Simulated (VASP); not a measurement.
Set up this calculation in VASP 6.6.1, as the native input.

| Quantity | Value |
| --- | --- |
| Task | single point |
| Functional | PBE |
| Potentials or basis | VASP PAW PBE potentials, release 64 (Mo_sv) |
| Cutoff | 520 eV |
| k mesh | 22 × 22 × 22 |
| Occupations | gaussian, width 0.15 eV |
| Spin | no spin polarisation |
| Dipole correction | no |
| Further INCAR settings | ALGO = Fast; EDIFF = 1e-06; NBANDS = 13 |

The structure of Mo lies in POSCAR:

```
Mo
1.0
   -1.5474350000      1.5710000000      1.5474350000
    1.5945650000     -1.5710000000      1.5945650000
    1.5474350000      1.5710000000     -1.5474350000
Mo
1
Direct
    0.0000000000      0.0000000000      0.0000000000
```

This cell differs from its parent crystal: strain +0.0300 x Voigt [0, 0, 0, 0, 1, 0].

The input as run:

INCAR

```
SYSTEM = Mo
PREC = Accurate
ENCUT = 520
EDIFF = 1E-6
ISMEAR = 0
SIGMA = 0.15
LREAL = .FALSE.
LASPH = .TRUE.
NELM = 60
ALGO = Fast
ISIF = 2
LWAVE = .FALSE.
LCHARG = .FALSE.
GGA = PE
NBANDS = 13
```

KPOINTS

```
regular mesh
0
G
  22 22 22
  0 0 0
```

Potentials or basis: VASP PAW PBE potentials, release 64 (Mo_sv).

Run with:

```sh
$ cat potpaw_PBE.64/Mo_sv/POTCAR > POTCAR
$ mpirun -np 1 vasp_std > vasp.out
```

It gave:

* Pressure: 5.6 GPa
* Band gap on the k mesh: zero (bands 7 and 8 overlap by 5.02 eV)

Caveat: the cell differs from its parent crystal (strain +0.0300 x Voigt [0, 0, 0, 0, 1, 0]); the cell stands under pressure.

Run time: 5.1 min on 1 thread of Intel Xeon 8259CL (shared host), peak memory 0.38 GiB.
